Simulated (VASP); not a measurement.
## W: single point with PBE

Crystal: W.

```
CELL_PARAMETERS angstrom
-1.60777 1.60777 1.60777
1.60777 -1.60777 1.60777
1.60777 1.60777 -1.60777
ATOMIC_POSITIONS crystal
W 0.00000 0.00000 0.00000
```

```
Program                : VASP 6.6.1
Task                   : single point
Functional             : PBE
Potentials or basis    : VASP PAW PBE potentials, release 64 (W_sv)
Cutoff                 : 520 eV
k mesh                 : 20 × 20 × 20
Occupations            : gaussian, width 0.15 eV
Spin                   : no spin polarisation
Dipole correction      : no
Further INCAR settings : ALGO = Normal; EDIFF = 1e-06; NBANDS = 13
```

- Pressure: -8.2 GPa
- Band gap on the k mesh: zero (band 7 reaches 15.59 eV, above the bottom of band 8 at 9.61 eV)

Levels at points of the mesh, in eV from the Fermi level:
```tsv
k point	band 5	band 6	band 7	band 8	band 9	band 10
(0.00, 0.00, 0.00)	-9.41	-1.20	-1.20	-1.20	2.11	2.11
(0.50, 0.00, 0.00)	-6.01	-3.39	0.49	1.97	2.89	5.69
(0.50, 0.50, 0.50)	-5.50	-5.50	4.78	4.78	4.78	7.83
```

It took 16 s on 1 thread of Intel(R) Xeon(R) 6975P-C (Granite Rapids), with other jobs on the host, peak memory 0.18 GiB.

Caveat: spin-orbit coupling is left out, which moves the levels of the heavy elements.
